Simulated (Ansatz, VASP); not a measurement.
**Ru in VASP and in Ansatz**

The input INCAR:

```
PREC     = Accurate       # precision mode
ENCUT    = 520            # plane-wave cutoff, eV
EDIFF    = 1E-6           # SCF threshold, eV
ISMEAR   = 0              # smearing method
SIGMA    = 1.0            # smearing width, eV
LREAL    = F              # projectors in reciprocal space
LASPH    = T              # aspherical terms in the spheres
NELM     = 60             # most SCF steps
ALGO     = Normal         # electronic algorithm
ISIF     = 2              # what is computed and relaxed
LWAVE    = F              # write WAVECAR
LCHARG   = F              # write CHGCAR
GGA      = PE             # functional
NBANDS   = 21             # bands
```

The input KPOINTS:

```
regular mesh
0
Gamma
  13 13 7
```

The input POSCAR:

```
Ru
1.0
    2.7235595794      0.0000000000      0.0000000000
   -1.3617797897      2.3586717845      0.0000000000
    0.0000000000      0.0000000000      4.2890849607
Ru
2
Direct
    0.3333333333      0.6666666667      0.2500000000
    0.6666666667      0.3333333333      0.7500000000
```

Input for Ansatz:

```yaml
crystal:
  lattice:
    - [2.7235595794, 0.0, 0.0]
    - [-1.3617797897, 2.3586717845, 0.0]
    - [0.0, 0.0, 4.2890849607]
  atoms:
    - { symbol: Ru, position: [0.3333333333, 0.6666666667, 0.25] }
    - { symbol: Ru, position: [0.6666666667, 0.3333333333, 0.75] }
hamiltonian:
  xc: pbe
  pseudopotentials:
    kind: paw
    azcp:
      Ru: "pseudopotentials/Ru.paw.azcp"
basis:
  ecutwfc: 420
  fft_grid_basis: typed
kpoints:
  mp_grid: { grid: [13, 13, 7], shift: [0, 0, 0] }
magnetization:
  spin_polarized: false
scf:
  occupations: { method: gaussian, width: 1.0 }
  lower_state_search: "off"
output:
  stress: true
```

Alike in both runs: task single point; functional PBE; k mesh 13 × 13 × 7; occupations gaussian, width 1 eV; no spin polarisation.

|  | VASP | Ansatz |
| --- | --- | --- |
| version | VASP 6.6.1 | Ansatz 0.2.0 |
| potentials or method | VASP PAW PBE potentials, release 64 (Ru_pv), cutoff 520 eV | plane waves (420 eV) with PAW, scalar-relativistic |
| valence electrons in the cell | 28 | 32 |

|  | VASP | Ansatz | Ansatz less VASP |
| --- | --- | --- | --- |
| pressure (GPa) | 4.5 | 4.6 | +0.07 |
| traceless stress, the component that is largest in VASP (GPa) | 1.77 | 1.76 | -0.013 |

The functional is the same, so the differences come from potentials, cutoffs and numerics. VASP's potentials hold 28 valence electrons a cell and Ansatz's 32, so a difference there can come from the potentials and not from the codes.
